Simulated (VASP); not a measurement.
A run of VASP 6.6.1:

Contents of INCAR:

```
ALGO = Normal
EDIFF = 1E-6
EDIFFG = -0.01
ENCUT = 600
GGA = PE
IBRION = 2
ISIF = 3
ISMEAR = 0
LASPH = True
LCHARG = False
LREAL = False
LWAVE = False
NELM = 80
NSW = 100
PREC = Accurate
SIGMA = 0.02
```

File KPOINTS:

```
k-points
0
Gamma
  6 6 6
```

Contents of POSCAR:

```
CaGaF3
1.0
    5.8650892834      0.0000000000      0.0000000000
    0.0000000000      5.8650892834      0.0000000000
    0.0000000000      0.0000000000      4.7317773471
Ca Ga F
2 2 6
Direct
    0.0000000000      0.0000000000      0.5000000000
    0.5000000000      0.5000000000      0.5000000000
    0.5000000000      0.0000000000      0.9034831862
    0.0000000000      0.5000000000      0.0965168138
    0.7500000000      0.7500000000      0.0000000000
    0.7500000000      0.2500000000      0.0000000000
    0.5000000000      0.0000000000      0.3290703818
    0.2500000000      0.2500000000      0.0000000000
    0.2500000000      0.7500000000      0.0000000000
    0.0000000000      0.5000000000      0.6709296182
```

Potentials or basis: VASP PAW PBE potentials, release 64 (Ca_sv, Ga_d, F).

The run is started by

```sh
$ cat potpaw_PBE.64/Ca_sv/POTCAR potpaw_PBE.64/Ga_d/POTCAR potpaw_PBE.64/F/POTCAR > POTCAR
$ mpirun -np 1 vasp_std > vasp.out
```

Hardware: 1 thread of Oxide Virtual Turin-like Processor (shared host).

Q: Estimate the wall time of this run.

A: Run time: 30 min on 1 thread of Oxide Virtual Turin-like Processor (shared host), peak memory 0.51 GiB. Counts: scf iterations 36, k points 40, ion steps 4.
